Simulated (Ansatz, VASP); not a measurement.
## Ir: VASP beside Ansatz

```
Ir
1.0
    -1.57093    1.57093    1.57093
     1.57093   -1.57093    1.57093
     1.57093    1.57093   -1.57093
Ir
1
Direct
  0.00000 0.00000 0.00000
```

Change from the starting cell: volume scaled by 1.03.

Alike in both runs: task single point; functional PBE; k mesh 19 × 19 × 19; occupations fermi-dirac, width 0.08 eV; no spin polarisation.

|  | VASP | Ansatz |
| --- | --- | --- |
| version | VASP 6.6.1 | Ansatz 0.2.0 |
| potentials or method | VASP PAW PBE potentials, release 64 (Ir), cutoff 520 eV | all-electron LAPW, scalar-relativistic |

VASP gave:

| Property | Result |
| --- | --- |
| pressure (GPa) | -8.0 |

Q: What did Ansatz give for the same quantities?

A: Pressure (GPa): -8.5.

Ansatz ran all-electron here, and VASP with PAW potentials.

Spin-orbit coupling is off throughout.
